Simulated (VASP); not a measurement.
Wanted: the native input for a VASP 6.6.1 run.

| Property | Result |
| --- | --- |
| Task | single point |
| Functional | PBE |
| Potentials or basis | VASP PAW PBE potentials, release 64 (Na_pv, Fe, N) |
| Cutoff | 520 eV |
| k mesh | 12 × 12 × 4 |
| Occupations | fermi-dirac, width 0.02 eV |
| Spin | no spin polarisation |
| Dipole correction | no |
| Further INCAR settings | ALGO = Normal; EDIFF = 1e-07; NBANDS = 29 |

The structure of NaFeN lies in POSCAR:

```
NaFeN
1.0
    2.9738495534      0.0000000000      0.0000000000
   -1.4869247767      2.5754292603      0.0000000000
    0.0000000000      0.0000000000      9.7327210720
Na Fe N
2 2 2
Direct
    0.6666666667      0.3333333333      0.7608134567
    0.3333333333      0.6666666667      0.2608134567
    0.0000000000      0.0000000000      0.5182365476
    0.0000000000      0.0000000000      0.0182365476
    0.3333333333      0.6666666667      0.5655899957
    0.6666666667      0.3333333333      0.0655899957
```

These files were run (other wordings do the same):

INCAR

```
SYSTEM = NaFeN
  PREC = Accurate
  ENCUT = 520
  EDIFF = 1E-7
  ISMEAR = -1
  SIGMA = 0.02
  LREAL = .False.
  LASPH = .True.
  NELM = 60
  ALGO = Normal
  ISIF = 2
  LWAVE = .False.
  LCHARG = .True.
  GGA = PE
  LELF = .True.
  LVHAR = .True.
  NBANDS = 29
```

KPOINTS

```
regular mesh
0
Gamma
  12 12 4
  0 0 0
```

Potentials or basis: VASP PAW PBE potentials, release 64 (Na_pv, Fe, N).

Run with:

```console
$ cat potpaw_PBE.64/Na_pv/POTCAR potpaw_PBE.64/Fe/POTCAR potpaw_PBE.64/N/POTCAR > POTCAR
$ mpirun -np 1 vasp_std > vasp.out
```

Results of the run:

* Pressure: 4.9 GPa
* Largest force: 0.291 eV/Å
* Band gap on the k mesh: 0.33 eV (least direct gap 0.67 eV)

Caveat: the cell stands under pressure; semilocal functionals underestimate gaps, and a narrow one can read as zero.

Wall time 2.3 min on 1 thread of Oxide Virtual Turin-like Processor, on a shared host, peak memory 0.23 GiB.
